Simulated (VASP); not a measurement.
Write the native input for VASP 6.6.1 that does the following.

| Quantity | Value |
| --- | --- |
| Task | single point |
| Functional | PBE |
| Potentials or basis | VASP PAW PBE potentials, release 64 (Ga_d, Mo_sv) |
| Cutoff | 520 eV |
| k mesh | 7 × 7 × 4 |
| Occupations | gaussian, width 0.2 eV |
| Spin | no spin polarisation |
| Dipole correction | no |
| Further INCAR settings | ALGO = Normal; EDIFF = 1e-07; NBANDS = 20 |

The structure of GaMo lies in POSCAR:

```
GaMo
1.0
    2.9317939110      0.0000000000      0.0000000000
    0.0000000000      2.9317939110      0.0000000000
    0.0000000000      0.0000000000      3.5600004479
Ga Mo
1 1
Direct
    0.0000000000      0.0000000000      0.7743129137
    0.5000000000      0.5000000000      0.2743718563
```

The input as run:

INCAR

```
SYSTEM = GaMo
PREC     = Accurate       ! precision mode
ENCUT    = 520            ! plane-wave cutoff, eV
EDIFF    = 1E-7           ! SCF threshold, eV
ISMEAR   = 0              ! smearing method
SIGMA    = 0.2            ! smearing width, eV
LREAL    = .FALSE.        ! projectors in reciprocal space
LASPH    = .TRUE.         ! aspherical terms in the spheres
NELM     = 100            ! most SCF steps
ALGO     = Normal         ! electronic algorithm
ISIF     = 2              ! what is computed and relaxed
LWAVE    = .FALSE.        ! write WAVECAR
LCHARG   = .FALSE.        ! write CHGCAR
GGA      = PE             ! functional
NBANDS   = 20             ! bands
```

KPOINTS

```
regular mesh
0
G
  7 7 4
  0 0 0
```

Potentials or basis: VASP PAW PBE potentials, release 64 (Ga_d, Mo_sv).

Run with:

```bash
$ cat potpaw_PBE.64/Ga_d/POTCAR potpaw_PBE.64/Mo_sv/POTCAR > POTCAR
$ mpirun -np 1 vasp_std > vasp.out
```

Results of the run:

The pressure is 0.3 GPa.

Caveat: the k points lie up to 0.44 Å⁻¹ apart.

Run time: 12 s on 1 thread of Intel(R) Xeon(R) Platinum 8375C CPU @ 2.90GHz (Ice Lake), with other jobs on the host, peak memory 0.15 GiB.
